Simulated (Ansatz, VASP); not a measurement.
CuSb2: VASP beside Ansatz

File INCAR:

```
SYSTEM = CuSb2
  PREC = Accurate
  ENCUT = 600
  EDIFF = 1E-6
  ISMEAR = 0
  SIGMA = 0.05
  LREAL = .False.
  LASPH = .True.
  NELM = 100
  ALGO = Normal
  ISIF = 3
  LWAVE = .False.
  LCHARG = .False.
  GGA = PE
  IBRION = 2
  NSW = 50
  EDIFFG = -0.01
```

File KPOINTS:

```
regular mesh
0
Gamma
  10 10 8
  0 0 0
```

POSCAR

```
CuSb2
1.0
    4.0204141842      0.0000000000      0.0000000000
   -2.0102070921      3.4817808172      0.0000000000
    0.0000000000      0.0000000000      4.9837768654
Cu Sb
1 2
Direct
    0.0000000000      0.0000000000      0.0000000000
    0.3333333333      0.6666666667      0.2597808518
    0.6666666667      0.3333333333      0.7402191482
```

Input for Ansatz:

```yaml
crystal:
  lattice:
    - [4.0204141842, 0.0, 0.0]
    - [-2.0102070921, 3.4817808172, 0.0]
    - [0.0, 0.0, 4.9837768654]
  atoms:
    - { symbol: Cu, position: [0.0, 0.0, 0.0] }
    - { symbol: Sb, position: [0.3333333333, 0.6666666667, 0.2597808518] }
    - { symbol: Sb, position: [0.6666666667, 0.3333333333, 0.7402191482] }
basis:
  ecutwfc: 420
  ecutrho_ratio: 4
kpoints:
  mp_grid: { grid: [10, 10, 8] }
hamiltonian:
  xc: pbe
scf:
  occupations: { method: gaussian, width: 0.05 }
output:
  forces: true
  stress: true
  eigenvalues: true
relax:
  f_tol: 0.01
  max_steps: 30
  cell: { stress_tol: 0.04 }
```

Alike in both runs: task relaxation of cell and atoms; functional PBE; k mesh 10 × 10 × 8; occupations gaussian, width 0.05 eV; no spin polarisation.

|  | VASP | Ansatz |
| --- | --- | --- |
| version | VASP 6.6.1 | Ansatz 0.2.0 |
| potentials or method | VASP PAW PBE potentials, release 64 (Cu, Sb), cutoff 600 eV | scalar-relativistic, plane waves, PAW |
| valence electrons in the cell | 21 | 49 |

Ansatz gave:

| Property | Result |
| --- | --- |
| gap on the k mesh at the Fermi level, each at its own relaxed structure (eV) | none |
| relaxed volume (Å³/atom) | 23.28 |
| relaxed cell length with the largest relative difference (Å) | 4.961 |

Problem. Which values does VASP return?

Solution. gap on the k mesh at the Fermi level, each at its own relaxed structure (eV): none; relaxed volume (Å³/atom): 23.26; relaxed cell length with the largest relative difference (Å): 4.950.

A gap of «none» marks a metal or a gap that the smearing closes. VASP's potentials hold 21 valence electrons a cell and Ansatz's 49, so a difference there can come from the potentials and not from the codes.

Spin-orbit coupling is off throughout.
